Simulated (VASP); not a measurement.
WSe2:

```
CELL_PARAMETERS angstrom
3.29967 0.00000 0.00000
-1.64983 2.85759 0.00000
0.00000 0.00000 13.14862
ATOMIC_POSITIONS crystal
W 0.33333 0.66667 0.25000
W 0.66667 0.33333 0.75000
Se 0.33333 0.66667 0.62334
Se 0.66667 0.33333 0.12334
Se 0.33333 0.66667 0.87666
Se 0.66667 0.33333 0.37666
```

Base run:

| Quantity | Value |
| --- | --- |
| Program | VASP 6.6.1 |
| Functional | PBE |
| Potentials or basis | VASP PAW PBE potentials, release 64 (W_sv, Se) |
| Cutoff | 520 eV |
| k mesh | 12 × 12 × 2 |
| Occupations | fermi-dirac, width 0.02 eV |
| Spin | no spin polarisation |

Its results: band gap on the k mesh 1.04 eV, indirect (least direct gap 1.49 eV); pressure 3.7 GPa; largest force 0.325 eV/Å.

Question: The run is repeated on the same cell with these changes: functional from PBE to r2SCAN; occupations from fermi-dirac, width 0.02 eV to gaussian, width 0.01 eV. What comes out?

Answer: Band gap on the k mesh 1.16 eV, indirect (least direct gap 1.61 eV); pressure 1.7 GPa; largest force 0.008 eV/Å.

Caveats: spin-orbit coupling is left out, which moves the levels of the heavy elements; this functional lacks dispersion, which binds the layers, so the pressure and a relaxed spacing across them are unreliable (some runs); the PAW data sets were made with another functional, which shifts forces and pressure a little (some runs).

A k mesh can miss the band edges.
